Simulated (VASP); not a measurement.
**Ni: single point with LDA**

Ni, a slab with vacuum:

```xyz
5
Lattice="2.4218 0.0000 0.0000 -1.2109 2.0974 0.0000 0.0000 0.0000 23.9097" Properties=species:S:1:pos:R:3 pbc="T T T"
Ni    0.6055    0.3496    8.0255
Ni    0.6055    1.7478    9.9776
Ni    1.8164    1.0487   11.9548
Ni    0.6055    0.3496   13.9321
Ni    0.6055    1.7478   15.8842
```

```json
{
  "Program": "VASP 6.6.1",
  "Task": "single point",
  "Functional": "LDA",
  "Potentials or basis": "VASP PAW LDA potentials, release 64 (Ni)",
  "Cutoff": "520 eV",
  "k mesh": "15 × 15 × 1",
  "Occupations": "fermi-dirac, width 0.1 eV",
  "Spin": "collinear spin, ferromagnetic start",
  "Starting moments": "[1.0, 1.0, 1.0, 1.0, 1.0] μB",
  "Dipole correction": "yes",
  "Further INCAR settings": "ALGO = Normal; EDIFF = 1e-06; NBANDS = 37"
}
```

```yaml
Largest_force: 0.009 eV/Å
Net_moment: 2.99 μB per cell
Site_moments: Ni +0.60, +0.61, +0.57 (each value once) μB
Valence_electrons_inside_the_program's_atomic_spheres: Ni 9.31, 9.48, 9.47 (each value once)
```

Forces on the atoms (eV/Å):
```
Ni   0.000  0.000 -0.002
Ni   0.000  0.000  0.009
Ni   0.000  0.000  0.000
Ni   0.000  0.000 -0.009
Ni   0.000  0.000  0.002
```

Levels at points of the mesh, in eV from the Fermi level:
Spin up:
| k point | band 24 | band 25 | band 26 | band 27 | band 28 | band 29 | band 30 | band 31 |
| --- | --- | --- | --- | --- | --- | --- | --- | --- |
| (0.00, 0.00, 0.00) | -0.96 | -0.96 | -0.62 | -0.62 | -0.48 | -0.48 | -0.47 | 0.16 |
Spin down:
| k point | band 18 | band 19 | band 20 | band 21 | band 22 | band 23 | band 24 | band 25 | band 26 | band 27 |
| --- | --- | --- | --- | --- | --- | --- | --- | --- | --- | --- |
| (0.00, 0.00, 0.00) | -1.57 | -1.57 | -0.72 | -0.72 | -0.63 | -0.63 | -0.37 | -0.37 | -0.34 | 0.00 |

Wall time 16 min on 1 thread of Intel Xeon 8259CL, on a shared host, peak memory 0.31 GiB.
